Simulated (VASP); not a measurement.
Here is a VASP 6.6.1 calculation.

The input POSCAR:

```
Ag
1.0
    0.0000000000      2.0526450520      2.0526450520
    2.0526450520      0.0000000000      2.0526450520
    2.0526450520      2.0526450520      0.0000000000
Ag
1
Direct
    0.0000000000      0.0000000000      0.0000000000
```

The input INCAR.step1:

```
SYSTEM = Ag
PREC = Accurate
ENCUT = 550
ISMEAR = -1
SIGMA = 0.05
LREAL = .False.
LASPH = .True.
NELM = 120
NBANDS = 12
GGA = PE
ALGO = Normal
EDIFF = 1E-5
LWAVE = .True.
LCHARG = .False.
GGA_COMPAT = .False.
```

File INCAR.step2:

```
SYSTEM = Ag
PREC = Accurate
ENCUT = 550
EDIFF = 1E-6
ISMEAR = -1
SIGMA = 0.05
LREAL = .False.
LASPH = .True.
NELM = 120
ALGO = Normal
ISIF = 2
LWAVE = .False.
LCHARG = .False.
METAGGA = R2SCAN
LMIXTAU = .True.
NBANDS = 12
ISTART = 1
GGA_COMPAT = .False.
```

KPOINTS

```
regular mesh
0
Gamma
  16 16 16
  0 0 0
```

Potentials or basis: VASP PAW PBE potentials, release 64 (Ag).

Command:

```sh
$ cat potpaw_PBE.64/Ag/POTCAR > POTCAR
$ cp INCAR.step1 INCAR
$ mpirun -np 1 vasp_std > vasp.out
$ cp INCAR.step2 INCAR
$ mpirun -np 1 vasp_std > vasp.out
```

(1) Estimate the pressure.

## Answers

(1) 0.1 GPa.

Caveat: the PAW data sets were made with another functional, which shifts forces and pressure a little.
